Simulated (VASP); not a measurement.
Input of a VASP 6.6.1 run:

Contents of INCAR:

```
PREC = Accurate ; ENCUT = 500
EDIFF = 1E-6 ; ISMEAR = 0
SIGMA = 0.1 ; LREAL = F
LASPH = T ; NELM = 120
ALGO = Normal ; ISIF = 2
LWAVE = F ; LCHARG = F
GGA = PS ; IVDW = 13
NBANDS = 8 ; GGA_COMPAT = F
```

Contents of KPOINTS:

```
regular mesh
0
Gamma
  20 20 20
```

The input POSCAR:

```
P
1.0
    2.0252453765      0.0000000000      0.0000000000
    0.0000000000      2.0252453765      0.0000000000
    0.0000000000      0.0000000000      2.0252453765
P
1
Direct
    0.0000000000      0.0000000000      0.0000000000
```

Potentials or basis: VASP PAW PBE potentials, release 64 (P).

Command:

```sh
$ cat potpaw_PBE.64/P/POTCAR > POTCAR
$ mpirun -np 1 vasp_std > vasp.out
```

Problem. Estimate the pressure.

Solution. 199.5 GPa.

Problem. What does it give for the band gap on the k mesh?

Solution. Zero (an odd number of electrons rules out a gap without spin polarisation).

Problem. What does it give for the dispersion energy per atom?

Solution. -0.468 eV.

Caveat: the cell stands under pressure; the PAW data sets were made with another functional, which shifts forces and pressure a little.
